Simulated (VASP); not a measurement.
Wanted: the native input for a VASP 6.6.1 run.

| Item | Value |
| --- | --- |
| Task | single point |
| Functional | PBE |
| Potentials or basis | VASP PAW PBE potentials, release 64 (I) |
| Cutoff | 500 eV |
| k mesh | 12 × 12 × 5 |
| Occupations | fermi-dirac, width 0.05 eV |
| Spin | no spin polarisation |
| Dipole correction | no |
| Further INCAR settings | ALGO = Normal; EDIFF = 1e-06; NBANDS = 22 |

The structure of I lies in POSCAR:

```
I
1.0
    4.5311462459     -2.3064724154      0.0000000000
    4.5311462459      2.3064724154      0.0000000000
    0.0000000000      0.0000000000      9.8269926839
I
4
Direct
    0.8405279305      0.1594720695      0.8779825322
    0.3405279305      0.6594720695      0.6220174678
    0.1594720695      0.8405279305      0.1220174678
    0.6594720695      0.3405279305      0.3779825322
```

These files were run (other wordings do the same):

INCAR

```
SYSTEM = I
PREC     = Accurate       ! precision mode
ENCUT    = 500            ! plane-wave cutoff, eV
EDIFF    = 1E-6           ! SCF threshold, eV
ISMEAR   = -1             ! smearing method
SIGMA    = 0.05           ! smearing width, eV
LREAL    = .False.        ! projectors in reciprocal space
LASPH    = .True.         ! aspherical terms in the spheres
NELM     = 120            ! most SCF steps
ALGO     = Normal         ! electronic algorithm
ISIF     = 2              ! what is computed and relaxed
LWAVE    = .False.        ! write WAVECAR
LCHARG   = .False.        ! write CHGCAR
GGA      = PE             ! functional
NBANDS   = 22             ! bands
GGA_COMPAT= .False.
```

KPOINTS

```
Automatic mesh
0
Gamma
  12 12 5
  0 0 0
```

Potentials or basis: VASP PAW PBE potentials, release 64 (I).

The run is started by

```bash
$ cat potpaw_PBE.64/I/POTCAR > POTCAR
$ mpirun -np 1 vasp_std > vasp.out
```

Results of the run:

```
Pressure               : 0.0 GPa
Largest force          : 0.018 eV/Å
Band gap on the k mesh : 1.03 eV (least direct gap 1.08 eV)
```

Caveat: spin-orbit coupling is left out, which moves the levels of the heavy elements; an odd mesh through Γ misses points on the zone boundary, where band edges can lie.

Wall time 6 min on 1 thread of Intel(R) Xeon(R) 6975P-C (Granite Rapids), with other jobs on the host, peak memory 0.58 GiB.
